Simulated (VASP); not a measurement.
**C: single point with PBEsol**

The system is C, a slab with vacuum.

```
C
1.0
     2.45617    0.00000    0.00000
    -1.22809    1.96757    0.00000
     0.00000    0.00000    8.52380
C
2
Direct
  0.33333 0.66667 0.00000
  0.66667 0.33333 0.00000
```

This cell differs from its parent crystal: strain -0.0750 x Voigt [0, 1, 0, 0, 0, 0].

```
Program             : VASP 6.6.1
Task                : single point
Functional          : PBEsol
Potentials or basis : VASP PAW PBE potentials, release 64 (C)
Cutoff              : 520 eV
k mesh              : 24 × 24 × 6
Occupations         : gaussian, width 0.15 eV
Spin                : no spin polarisation
```

* Largest force: 2.152 eV/Å
* Band gap on the k mesh: 0.86 eV, direct

Forces in eV/Å, atoms in the order of the input:
```
C    0.000 -2.152  0.000
C    0.000  2.152  0.000
```

Levels at points of the mesh, in eV from the valence-band top:
| k point | band 1 | band 2 | band 3 | band 4 | band 5 | band 6 | band 7 | band 8 | band 9 |
| --- | --- | --- | --- | --- | --- | --- | --- | --- | --- |
| (0.00, 0.00, 0.00) | -20.16 | -8.18 | -2.64 | -2.42 | 3.11 | 5.48 | 6.99 | 8.60 | 10.08 |
| (0.50, 0.00, 0.00) | -14.69 | -13.64 | -5.81 | -2.61 | 2.11 | 10.10 | 11.38 | 11.56 | 13.52 |
| (0.00, 0.50, 0.00) | -13.82 | -13.33 | -7.27 | -1.44 | 2.01 | 7.07 | 12.49 | 12.49 | 13.70 |
| (0.00, 0.00, 0.50) | -20.16 | -8.18 | -2.64 | -2.42 | 3.82 | 3.92 | 8.60 | 9.07 | 10.08 |
| (0.50, 0.00, 0.50) | -14.69 | -13.64 | -5.81 | -2.61 | 2.11 | 10.10 | 11.88 | 12.11 | 12.39 |
| (0.00, 0.50, 0.50) | -13.82 | -13.33 | -7.27 | -1.44 | 2.01 | 7.07 | 12.98 | 13.00 | 13.03 |

Wall time 110 s on 1 thread of Intel(R) Xeon(R) 6975P-C (Granite Rapids) (shared host), peak memory 0.33 GiB.

Caveat: the cell differs from its parent crystal (strain -0.0750 x Voigt [0, 1, 0, 0, 0, 0]); the PAW data sets were made with another functional, which shifts forces and pressure a little.
